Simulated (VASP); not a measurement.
Here is a VASP 6.6.1 calculation.

The input INCAR:

```
SYSTEM = W
ALGO = Fast
EDIFF = 1E-6
ENCUT = 520
ISIF = 2
ISMEAR = 0
LASPH = .True.
LCHARG = .False.
LREAL = .False.
LWAVE = .False.
NBANDS = 13
NELM = 60
PREC = Accurate
SIGMA = 0.15
```

The input KPOINTS:

```
k-points
0
Gamma
  22 22 22
  0 0 0
```

POSCAR

```
W
1.0
    0.0000000000      2.0930090132      1.7035000358
    2.0930090132      0.0000000000      1.7035000358
    2.0930090132      2.0930090132      0.0000000000
W
1
Direct
    0.0000000000      0.0000000000      0.0000000000
```

Potentials or basis: VASP PAW LDA potentials, release 64 (W_sv).

Launch:

```bash
$ cat potpaw_LDA.64/W_sv/POTCAR > POTCAR
$ mpirun -np 1 vasp_std > vasp.out
```

Problem. Estimate the pressure.

Solution. 16.5 GPa.

Problem. Estimate the band gap on the k mesh.

Solution. Zero (bands 7 and 8 overlap by 6.25 eV).

Stress tensor (GPa, compression positive):
```
28.47  0.00  0.00
 0.00 28.47  0.00
 0.00  0.00 -7.39
```

Caveat: the cell stands under pressure; spin-orbit coupling is left out, which moves the levels of the heavy elements.
